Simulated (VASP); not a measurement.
# TiN (Fm-3m) in VASP: further runs, part 2 of 3

VASP 6.6.1.

**3. Single point, PBEsol, collinear spin, ferromagnetic start**

The input, INCAR:

```
ALGO     = Normal         # electronic algorithm
EDIFF    = 1E-6           # SCF threshold, eV
ENCUT    = 520            # plane-wave cutoff, eV
GGA      = PS             # functional
ISIF     = 2              # what is computed and relaxed
ISMEAR   = 0              # smearing method
ISPIN    = 2              # spin polarisation
LASPH    = T              # aspherical terms in the spheres
LCHARG   = T              # write CHGCAR
LELF     = T              # ELF
LMAXMIX  = 4              # l up to which the mixer works
LORBIT   = 11             # projections on sites
LREAL    = F              # projectors in reciprocal space
LVHAR    = T            
LWAVE    = F              # write WAVECAR
MAGMOM   = 0.375 0        # initial moments
NBANDS   = 20             # bands
NELM     = 150            # most SCF steps
NUPDOWN  = 0.375          # fixed moment
PREC     = Accurate       # precision mode
SIGMA    = 0.15           # smearing width, eV
```

The input, KPOINTS:

```
k-points
0
Gamma
  20 20 20
```

The input, POSCAR:

```
TiN
1.0
    0.0000000000      2.1565869739      2.1565869739
    2.1565869739      0.0000000000      2.1565869739
    2.1565869739      2.1565869739      0.0000000000
Ti N
1 1
Direct
    0.0000000000      0.0000000000      0.0000000000
    0.5000000000      0.5000000000      0.5000000000
```

Potentials or basis: VASP PAW PBE potentials, release 64 (Ti_sv, N).

Launch:

```
cat potpaw_PBE.64/Ti_sv/POTCAR potpaw_PBE.64/N/POTCAR > POTCAR
mpirun -np 1 vasp_std > vasp.out
```

OUTCAR:

```text
EDIFF = 1E-6
   ENCUT = 520
   GGA = PS
   ISIF = 2
   ISMEAR = 0
   ISPIN = 2
   LASPH = T
   LORBIT = 11
   LREAL = F
   NELM = 150
   NUPDOWN = 0.375
   PREC = Accurate

 ion  position               nearest neighbor table
   1  0.000  0.000  0.000-   2 2.16   2 2.16   2 2.16   2 2.16   2 2.16   2 2.16
   2  0.500  0.500  0.500-   1 2.16   1 2.16   1 2.16   1 2.16   1 2.16   1 2.16

  LATTYP: Found a face centered cubic cell.
 ALAT       =     4.3131739478

  Lattice vectors:

 A1 = (   0.0000000000,   2.1565869739,   2.1565869739)
 A2 = (   2.1565869739,   0.0000000000,   2.1565869739)
 A3 = (   2.1565869739,   2.1565869739,   0.0000000000)

Analysis of symmetry for initial positions (statically):
=====================================================================
 Subroutine PRICEL returns:
 Original cell was already a primitive cell.

 Routine SETGRP: Setting up the symmetry group for a
 face centered cubic supercell.

 Subroutine GETGRP returns: Found 48 space group operations
 (whereof 48 operations were pure point group operations)
 out of a pool of 48 trial point group operations.

The static configuration has the point symmetry O_h .

Analysis of symmetry for dynamics (positions and initial velocities):
=====================================================================
 Subroutine PRICEL returns:
 Original cell was already a primitive cell.

 Routine SETGRP: Setting up the symmetry group for a
 face centered cubic supercell.

 Subroutine GETGRP returns: Found 48 space group operations
 (whereof 48 operations were pure point group operations)
 out of a pool of 48 trial point group operations.

The dynamic configuration has the point symmetry O_h .

Analysis of structural, dynamic, and magnetic symmetry:
=====================================================================
 Subroutine PRICEL returns:
[... 141 lines left out ...]
 Gauss-broadening in eV      SIGMA  =   0.15
  energy-cutoff  :      520.00
  volume of cell :       20.06
 maximum number of plane-waves:       560
   NGX = 11   NGY = 11   NGZ = 11

 number of electron      17.0000001 magnetization       0.3750000

 Free energy of the ion-electron system (eV)
  ---------------------------------------------------
  ext. energy  EPLUGINS =         0.00000000
  ---------------------------------------------------
  free energy    TOTEN  =       -20.64218092 eV

  energy without entropy =      -20.63210246  energy(sigma->0) =      -20.63714169

 E-fermi :  10.3232     XC(G=0): -12.9427

 val. band max:       10.8688146930   @ k =  -0.2000   0.3000   0.1000
 cond. band min:      10.3241410639   @ k =   0.4000   0.2000   0.0500
 fundamental gap:     -0.5446736290
 Fermi energy:        10.8739630556

 spin component 1

 k-point     1 :       0.0000    0.0000    0.0000
  band No.  band energies     occupation
      1     -47.1592      1.00000
      2     -23.2734      1.00000
      3     -23.2734      1.00000
      4     -23.2734      1.00000
      5      -6.1232      1.00000
      6       8.6729      1.00000
[... 541 lines left out ...]
     19      33.2852      0.00000
     20      35.0583      0.00000

 [... further k-points ...]

 spin component 2

 k-point     1 :       0.0000    0.0000    0.0000
  band No.  band energies     occupation
      1     -46.8760      1.00000
      2     -22.9888      1.00000
      3     -22.9888      1.00000
      4     -22.9888      1.00000
      5      -6.0459      1.00000
      6       8.7184      1.00000
[... 541 lines left out ...]
     19      33.4600      0.00000
     20      35.2326      0.00000

 [... further k-points ...]
[... 5 lines left out ...]
  --------------------------------------------------------------------------------------
  -------------------------------------------------------------------------------------
  Total       -2.2705827     -2.2705827     -2.2705827      0.0000000     -0.0000000      0.0000000
  in kB     -181.3497535   -181.3497535   -181.3497535      0.0000000     -0.0000000      0.0000000
  external PRESSURE =    -181.3497535 kB  Pullay stress =       0.0000000 kB

 VOLUME and BASIS-vectors are now :
 -----------------------------------------------------------------------------
  energy-cutoff  :      520.00
  volume of cell :       20.06
      direct lattice vectors                 reciprocal lattice vectors
     0.000000000  2.156586974  2.156586974    -0.231847825  0.231847825  0.231847825
     2.156586974  0.000000000  2.156586974     0.231847825 -0.231847825  0.231847825
     2.156586974  2.156586974  0.000000000     0.231847825  0.231847825 -0.231847825

 POSITION                                       TOTAL-FORCE (eV/Angst)
 -----------------------------------------------------------------------------------
      0.00000      0.00000      0.00000         0.000000     -0.000000      0.000000
      2.15659      2.15659      2.15659        -0.000000      0.000000     -0.000000
 -----------------------------------------------------------------------------------
    total drift:                                0.000000     -0.000000     -0.000000

  FREE ENERGIE OF THE ION-ELECTRON SYSTEM (eV)
  ---------------------------------------------------
  free  energy   TOTEN  =       -20.6421809179 eV

  energy  without entropy=      -20.6321024598  energy(sigma->0) =      -20.63714169

 total charge

# of ion       s       p       d       tot
------------------------------------------
    1        2.175   6.205   1.925  10.305
    2        1.235   2.461   0.000   3.697
--------------------------------------------------
tot          3.410   8.667   1.925  14.002

 magnetization (x)

# of ion       s       p       d       tot
------------------------------------------
    1        0.003   0.002   0.287   0.292
    2       -0.000   0.014   0.000   0.014
--------------------------------------------------
tot          0.002   0.016   0.287   0.306
```

OSZICAR:

```text
N       E                     dE             d eps       ncg     rms          rms(c)
DAV:   1     0.141604865602E+03    0.14160E+03   -0.76439E+03 20664   0.998E+02
DAV:   2    -0.167296374381E+02   -0.15833E+03   -0.14642E+03 21000   0.299E+02
DAV:   3    -0.254611908153E+02   -0.87316E+01   -0.85983E+01 25420   0.723E+01
DAV:   4    -0.256477128337E+02   -0.18652E+00   -0.18623E+00 23688   0.997E+00
DAV:   5    -0.256509720489E+02   -0.32592E-02   -0.32591E-02 23808   0.120E+00    0.174E+01
DAV:   6    -0.211107666409E+02    0.45402E+01   -0.80679E+00 29132   0.416E+01    0.704E+00
DAV:   7    -0.207030631035E+02    0.40770E+00   -0.13490E+00 24744   0.130E+01    0.468E+00
DAV:   8    -0.209605321687E+02   -0.25747E+00   -0.98300E-01 28416   0.131E+01    0.612E+00
DAV:   9    -0.206424148682E+02    0.31812E+00   -0.43776E-01 24756   0.920E+00    0.718E-01
DAV:  10    -0.206438022602E+02   -0.13874E-02   -0.19451E-02 23636   0.118E+00    0.400E-01
DAV:  11    -0.206424392836E+02    0.13630E-02   -0.12355E-03 24208   0.474E-01    0.158E-01
DAV:  12    -0.206422489302E+02    0.19035E-03   -0.25216E-04 26172   0.142E-01    0.107E-01
DAV:  13    -0.206422035452E+02    0.45385E-04   -0.43213E-05 27228   0.698E-02    0.483E-02
DAV:  14    -0.206421835262E+02    0.20019E-04   -0.13088E-05 23048   0.462E-02    0.176E-02
DAV:  15    -0.206421809924E+02    0.25337E-05   -0.45871E-06 26412   0.239E-02    0.259E-03
DAV:  16    -0.206421809179E+02    0.74481E-07   -0.52340E-07 11352   0.694E-03
   1 F= -.20642181E+02 E0= -.20637142E+02  d E =-.100785E-01  mag=     0.3750
```

Wall time 2.2 min (1 thread of AMD EPYC 9R45 (Zen 5), shared host); peak memory 0.24 GiB.

What came out:

```yaml
Free_energy: -20.6422 eV
Pressure: -18.1 GPa
Net_moment: 0.38 μB per cell
Site_moments: Ti +0.29; N +0.01 μB
Valence_electrons_inside_the_program's_atomic_spheres: Ti 10.30; N 3.70
```

Caveat: the PAW data sets were made with another functional, which shifts forces and pressure a little; the total moment is fixed, so each spin has its own Fermi level.

(Part 2 of 3 ends here.)
